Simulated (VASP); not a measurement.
# WS2 (R3m) in VASP: single point with r2SCAN+U

Aim: the single point of WS2 with r2SCAN+U.

Everything below comes from runs of VASP 6.6.1. Logs are shortened: lines on timing, memory, paths and dates and some standing lists are left out, and cuts for length are marked.

## (1) The cell of the first run

Symmetry: R3m, No. 160, trigonal system. Conventional cell: a = 3.158 Å, b = 3.158 Å, c = 18.490 Å, α = 90.00°, β = 90.00°, γ = 120.00°. W (site symmetry 3m) has 6 S at 2.39 to 2.42 Å and 6 W at 3.16 Å within 3.2 Å. S (site symmetry 3m) has 3 W at 2.39 Å and 7 S at 3.13 to 3.16 Å within 3.2 Å. Within 3.2 Å of S (site symmetry 3m) lie 3 W at 2.42 Å and 7 S at 3.13 to 3.16 Å.

## (2) Single point, r2SCAN+U, collinear spin, zero start

Input file POSCAR:

```
WS2
1.0
    1.5790001700      0.9116361700      6.1633291500
   -1.5790001700      0.9116361700      6.1633291500
    0.0000000000     -3.6465446800     12.3266583000
W S
2 4
Direct
    0.0000000000      0.0000000000      0.0000000000
    0.0000000000      0.0000000000      0.5000000000
    0.7503000000      0.7503000000      0.3751500000
    0.5810000000      0.5810000000      0.2905000000
    0.7503000000      0.7503000000      0.8751500000
    0.5810000000      0.5810000000      0.7905000000
```

Input file INCAR.step1:

```
PREC = Accurate ; ENCUT = 520
ISMEAR = 0 ; SIGMA = 0.05
LREAL = F ; LASPH = T
NELM = 150 ; ISPIN = 2
MAGMOM = 0 0 0 0 0 0 ; LMAXMIX = 4
LDAU = T ; LDAUTYPE = 2
LDAUL = 2 -1 ; LDAUU = 4 0
LDAUJ = 0 0 ; NBANDS = 39
GGA = PE ; ALGO = Normal
EDIFF = 1E-4 ; LWAVE = T
LCHARG = F ; KPAR = 4
```

Input file INCAR.step2:

```
PREC = Accurate ; ENCUT = 520
EDIFF = 1E-6 ; ISMEAR = 0
SIGMA = 0.05 ; LREAL = F
LASPH = T ; NELM = 150
ALGO = Normal ; ISIF = 2
LWAVE = F ; LCHARG = F
ISPIN = 2 ; MAGMOM = 0 0 0 0 0 0
LORBIT = 11 ; LMAXMIX = 4
LDAU = T ; LDAUTYPE = 2
LDAUL = 2 -1 ; LDAUU = 4 0
LDAUJ = 0 0 ; LDAUPRINT = 1
METAGGA = R2SCAN ; LMIXTAU = T
NBANDS = 39 ; ISTART = 1
KPAR = 4
```

Input file KPOINTS:

```
Automatic mesh
0
Gamma
  7 7 4
```

Potentials or basis: VASP PAW PBE potentials, release 64 (W_sv, S).

Command:

```
$ cat potpaw_PBE.64/W_sv/POTCAR potpaw_PBE.64/S/POTCAR > POTCAR
$ cp INCAR.step1 INCAR
$ mpirun -np 4 vasp_std > vasp.out
$ cp INCAR.step2 INCAR
$ mpirun -np 4 vasp_std > vasp.out
```

OUTCAR:

```text
PREC = Accurate
   ENCUT = 520
   EDIFF = 1E-6
   ISMEAR = 0
   LREAL = F
   LASPH = T
   NELM = 150
   ISIF = 2
   ISPIN = 2
   LORBIT = 11
   METAGGA = R2SCAN
   ISTART = 1

 ion  position               nearest neighbor table
   1  0.000  0.000  0.000-   3 2.39   5 2.39   5 2.39   4 2.42   6 2.42   6 2.42   2 3.16   2 3.16
                             2 3.16   2 3.16
   2  0.000  0.000  0.500-   5 2.39   3 2.39   3 2.39   6 2.42   4 2.42   4 2.42   1 3.16   1 3.16
                             1 3.16   1 3.16
   3  0.750  0.750  0.375-   1 2.39   2 2.39   2 2.39
   4  0.581  0.581  0.291-   1 2.42   2 2.42   2 2.42
   5  0.750  0.750  0.875-   2 2.39   1 2.39   1 2.39
   6  0.581  0.581  0.791-   2 2.42   1 2.42   1 2.42

  LATTYP: Found a base centered monoclinic cell.
 ALAT       =    12.4607715199
 B/A-ratio  =     0.2534353780
 C/A-ratio  =     0.4389629495
 COS(beta)  =    -0.1463209832

  Lattice vectors:

 A1 = (   1.5790001700,   0.9116361700,   6.1633291500)
 A2 = (  -1.5790001700,   0.9116361700,   6.1633291500)
 A3 = (   0.0000000000,  -5.4698170200,   0.0000000000)

Analysis of symmetry for initial positions (statically):
=====================================================================
 Subroutine PRICEL returns following result:

  LATTYP: Found a trigonal (rhomboedric) cell.
 ALAT       =     6.4273593532
 COS(alpha) =     0.8792939097
[... 12 lines left out ...]
 Subroutine GETGRP returns: Found  2 space group operations
 (whereof  2 operations were pure point group operations)
 out of a pool of  4 trial point group operations.

The static configuration has the point symmetry C_1h.

Analysis of symmetry for dynamics (positions and initial velocities):
=====================================================================
 Subroutine PRICEL returns following result:

  LATTYP: Found a trigonal (rhomboedric) cell.
 ALAT       =     6.4273593532
 COS(alpha) =     0.8792939097
[... 12 lines left out ...]
 Subroutine GETGRP returns: Found  2 space group operations
 (whereof  2 operations were pure point group operations)
 out of a pool of  4 trial point group operations.

The dynamic configuration has the point symmetry C_1h.

Analysis of structural, dynamic, and magnetic symmetry:
=====================================================================
 Subroutine PRICEL returns following result:

  LATTYP: Found a trigonal (rhomboedric) cell.
 ALAT       =     6.4273593532
 COS(alpha) =     0.8792939097
[... 12 lines left out ...]
 Subroutine GETGRP returns: Found  2 space group operations
 (whereof  2 operations were pure point group operations)
 out of a pool of  4 trial point group operations.

The overall configuration has the point symmetry C_1h.

 Subroutine INISYM returns: Found  2 space group operations
 (whereof  2 operations are pure point group operations),
 and found     2 'primitive' translations

----------------------------------------------------------------------------------------

                                     Primitive cell

  volume of cell :      53.2317

  direct lattice vectors                    reciprocal lattice vectors
     1.579000170  0.911636170  6.163329150     0.316656077  0.182821472  0.054083325
[... 155 lines left out ...]
  o =  0.3150  v =  0.0000  0.0000  0.0000  0.0000  0.0000 -0.1695  0.0000 -0.0000  0.9855 -0.0000      0.0000  0.0000  0.0000  0.0000  0.0000  0.0000  0.0000  0.0000  0.0000  0.0000
  o =  0.3151  v =  0.0000 -0.9855  0.0002  0.0000  0.1696  0.0000  0.0000  0.0000  0.0000  0.0000      0.0000  0.0000  0.0000  0.0000  0.0000  0.0000  0.0000  0.0000  0.0000  0.0000
  o =  0.3151  v =  0.0000  0.0000  0.0000  0.0000  0.0000  0.0000 -0.9855  0.0002  0.0000  0.1696      0.0000  0.0000  0.0000  0.0000  0.0000  0.0000  0.0000  0.0000  0.0000  0.0000
  o =  0.3307  v =  0.0000 -0.1696 -0.0059 -0.0000 -0.9855  0.0000  0.0000  0.0000  0.0000  0.0000      0.0000  0.0000  0.0000  0.0000  0.0000  0.0000  0.0000  0.0000  0.0000  0.0000
  o =  0.3307  v =  0.0000  0.0000  0.0000  0.0000  0.0000  0.0000 -0.1696 -0.0059 -0.0000 -0.9855      0.0000  0.0000  0.0000  0.0000  0.0000  0.0000  0.0000  0.0000  0.0000  0.0000
  o =  0.3307  v = -0.9855  0.0000  0.0000 -0.1695  0.0000  0.0000  0.0000  0.0000  0.0000  0.0000      0.0000  0.0000  0.0000  0.0000  0.0000  0.0000  0.0000  0.0000  0.0000  0.0000
  o =  0.3307  v =  0.0000  0.0000  0.0000  0.0000  0.0000 -0.9855  0.0000  0.0000 -0.1695  0.0000      0.0000  0.0000  0.0000  0.0000  0.0000  0.0000  0.0000  0.0000  0.0000  0.0000
  o =  0.3631  v =  0.0000 -0.0008  1.0000  0.0000 -0.0059  0.0000  0.0000  0.0000  0.0000  0.0000      0.0000  0.0000  0.0000  0.0000  0.0000  0.0000  0.0000  0.0000  0.0000  0.0000
  o =  0.3631  v =  0.0000  0.0000  0.0000  0.0000  0.0000  0.0000 -0.0008  1.0000  0.0000 -0.0059      0.0000  0.0000  0.0000  0.0000  0.0000  0.0000  0.0000  0.0000  0.0000  0.0000

atom =   2  type =  1  l = 2

 onsite density matrix

spin component  1

  0.3303  0.0000 -0.0000  0.0026 -0.0000
  0.0000  0.3155 -0.0000 -0.0000  0.0026
 -0.0000 -0.0000  0.3631  0.0000 -0.0002
  0.0026 -0.0000  0.0000  0.3155  0.0000
 -0.0000  0.0026 -0.0002  0.0000  0.3302

spin component  2

  0.3303  0.0000 -0.0000  0.0026 -0.0000
  0.0000  0.3155 -0.0000 -0.0000  0.0026
 -0.0000 -0.0000  0.3631  0.0000 -0.0002
  0.0026 -0.0000  0.0000  0.3155  0.0000
 -0.0000  0.0026 -0.0002  0.0000  0.3302

 occupancies and eigenvectors

  o =  0.3150  v = -0.1695  0.0000 -0.0000  0.9855 -0.0000  0.0000  0.0000  0.0000  0.0000  0.0000      0.0000  0.0000  0.0000  0.0000  0.0000  0.0000  0.0000  0.0000  0.0000  0.0000
  o =  0.3150  v =  0.0000  0.0000  0.0000  0.0000  0.0000 -0.1695  0.0000 -0.0000  0.9855 -0.0000      0.0000  0.0000  0.0000  0.0000  0.0000  0.0000  0.0000  0.0000  0.0000  0.0000
  o =  0.3151  v =  0.0000 -0.9855  0.0002  0.0000  0.1696  0.0000  0.0000  0.0000  0.0000  0.0000      0.0000  0.0000  0.0000  0.0000  0.0000  0.0000  0.0000  0.0000  0.0000  0.0000
  o =  0.3151  v =  0.0000  0.0000  0.0000  0.0000  0.0000  0.0000 -0.9855  0.0002  0.0000  0.1696      0.0000  0.0000  0.0000  0.0000  0.0000  0.0000  0.0000  0.0000  0.0000  0.0000
  o =  0.3307  v =  0.0000 -0.1696 -0.0059 -0.0000 -0.9855  0.0000  0.0000  0.0000  0.0000  0.0000      0.0000  0.0000  0.0000  0.0000  0.0000  0.0000  0.0000  0.0000  0.0000  0.0000
  o =  0.3307  v =  0.0000  0.0000  0.0000  0.0000  0.0000  0.0000 -0.1696 -0.0059 -0.0000 -0.9855      0.0000  0.0000  0.0000  0.0000  0.0000  0.0000  0.0000  0.0000  0.0000  0.0000
  o =  0.3307  v = -0.9855  0.0000  0.0000 -0.1695  0.0000  0.0000  0.0000  0.0000  0.0000  0.0000      0.0000  0.0000  0.0000  0.0000  0.0000  0.0000  0.0000  0.0000  0.0000  0.0000
  o =  0.3307  v =  0.0000  0.0000  0.0000  0.0000  0.0000 -0.9855  0.0000  0.0000 -0.1695  0.0000      0.0000  0.0000  0.0000  0.0000  0.0000  0.0000  0.0000  0.0000  0.0000  0.0000
  o =  0.3631  v =  0.0000 -0.0008  1.0000  0.0000 -0.0059  0.0000  0.0000  0.0000  0.0000  0.0000      0.0000  0.0000  0.0000  0.0000  0.0000  0.0000  0.0000  0.0000  0.0000  0.0000
  o =  0.3631  v =  0.0000  0.0000  0.0000  0.0000  0.0000  0.0000 -0.0008  1.0000  0.0000 -0.0059      0.0000  0.0000  0.0000  0.0000  0.0000  0.0000  0.0000  0.0000  0.0000  0.0000

 number of electron      52.0000002 magnetization       0.0000000

 Free energy of the ion-electron system (eV)
  ---------------------------------------------------
  ext. energy  EPLUGINS =         0.00000000
  ---------------------------------------------------
  free energy    TOTEN  =      -131.16785915 eV

  energy without entropy =     -131.16785915  energy(sigma->0) =     -131.16785915

 E-fermi :   7.7893     XC(G=0): -11.6724

 val. band max:        7.3851777817   @ k =  -0.4286  -0.4286   0.2500
 cond. band min:       8.7690620424   @ k =  -0.1429   0.1429   0.0000
 fundamental gap:      1.3838842608
 Fermi energy:         7.7893074134

 spin component 1

 k-point     1 :       0.0000    0.0000    0.0000
  band No.  band energies     occupation
      1     -69.7267      1.00000
      2     -69.7057      1.00000
      3     -33.4984      1.00000
      4     -33.2817      1.00000
      5     -33.2106      1.00000
      6     -33.2094      1.00000
[... 1961 lines left out ...]
     37      14.6432      0.00000
     38      15.4877      0.00000

 [... further k-points ...]

 [bands above 38 left out]

------------------------ aborting loop because EDIFF is reached ----------------------------------------

  FORCE on cell =-STRESS in cart. coord.  units (eV):
  Direction    XX          YY          ZZ          XY          YZ          ZX
  --------------------------------------------------------------------------------------
  -------------------------------------------------------------------------------------
  Total        4.3618696      4.3675880      3.7894428      0.0000000     -0.0015135      0.0000000
  in kB       65.6421698     65.7282270     57.0276675      0.0000000     -0.0227771      0.0000000
  external PRESSURE =      62.7993548 kB  Pullay stress =       0.0000000 kB

 VOLUME and BASIS-vectors are now :
 -----------------------------------------------------------------------------
  energy-cutoff  :      520.00
  volume of cell :      106.46
      direct lattice vectors                 reciprocal lattice vectors
     1.579000170  0.911636170  6.163329150     0.316656077  0.182821472  0.054083325
    -1.579000170  0.911636170  6.163329150    -0.316656077  0.182821472  0.054083325
     0.000000000 -3.646544680 12.326658300     0.000000000 -0.182821472  0.027041662

 POSITION                                       TOTAL-FORCE (eV/Angst)
 -----------------------------------------------------------------------------------
      0.00000      0.00000      0.00000         0.000000     -0.000047     -0.644974
      0.00000     -1.82327      6.16333         0.000000     -0.000047     -0.644974
      0.00000      0.00000     13.87304         0.000000      0.000088      0.677840
      0.00000      0.00000     10.74268         0.000000     -0.000042     -0.032866
      0.00000     -1.82327     20.03637         0.000000      0.000088      0.677840
      0.00000     -1.82327     16.90601         0.000000     -0.000042     -0.032866
 -----------------------------------------------------------------------------------
    total drift:                               -0.000000     -0.000003     -0.000084

  FREE ENERGIE OF THE ION-ELECTRON SYSTEM (eV)
  ---------------------------------------------------
  free  energy   TOTEN  =      -131.1678591503 eV

  energy  without entropy=     -131.1678591503  energy(sigma->0) =     -131.16785915

 total charge

# of ion       s       p       d       tot
------------------------------------------
    1        2.325   6.351   3.257  11.933
    2        2.325   6.351   3.257  11.933
    3        1.350   2.418   0.000   3.768
    4        1.352   2.401   0.000   3.753
    5        1.350   2.418   0.000   3.768
    6        1.352   2.401   0.000   3.753
--------------------------------------------------
tot         10.055  22.338   6.514  38.907

 magnetization (x)

# of ion       s       p       d       tot
------------------------------------------
    1       -0.000  -0.000  -0.000  -0.000
    2       -0.000  -0.000  -0.000  -0.000
    3       -0.000   0.000   0.000   0.000
    4        0.000   0.000   0.000   0.000
    5       -0.000   0.000   0.000   0.000
    6        0.000   0.000   0.000   0.000
--------------------------------------------------
tot         -0.000   0.000  -0.000  -0.000
```

Wall time 37 min (4 MPI ranks of Oxide Virtual Turin-like, shared host); peak memory 1 GiB.

Results:

```yaml
Free_energy: -131.1679 eV
Pressure: 6.3 GPa
Largest_force: 0.678 eV/Å
Band_gap_on_the_k_mesh: 1.38 eV
Net_moment: 0.00 μB per cell
Valence_electrons_inside_the_program's_atomic_spheres: W 11.93; S 3.77, 3.75 (each value once)
```

Forces on the atoms (eV/Å):
```
W    0.000  0.000 -0.645
W    0.000  0.000 -0.645
S    0.000  0.000  0.678
S    0.000  0.000 -0.033
S    0.000  0.000  0.678
S    0.000  0.000 -0.033
```

Stress tensor (GPa, compression positive):
```
6.56 0.00 0.00
0.00 6.57 0.00
0.00 0.00 5.70
```

Eigenvalues of the final occupation matrices:
```tsv
site	spin	trace	eigenvalues
site 1 d	1	1.65	0.32 0.32 0.33 0.33 0.36
site 1 d	2	1.65	0.32 0.32 0.33 0.33 0.36
site 2 d	1	1.65	0.32 0.32 0.33 0.33 0.36
site 2 d	2	1.65	0.32 0.32 0.33 0.33 0.36
```

Caveat: the cell stands under pressure; the PAW data sets were made with another functional, which shifts forces and pressure a little; spin-orbit coupling is left out, which moves the levels of the heavy elements. A k mesh can miss the band edges.
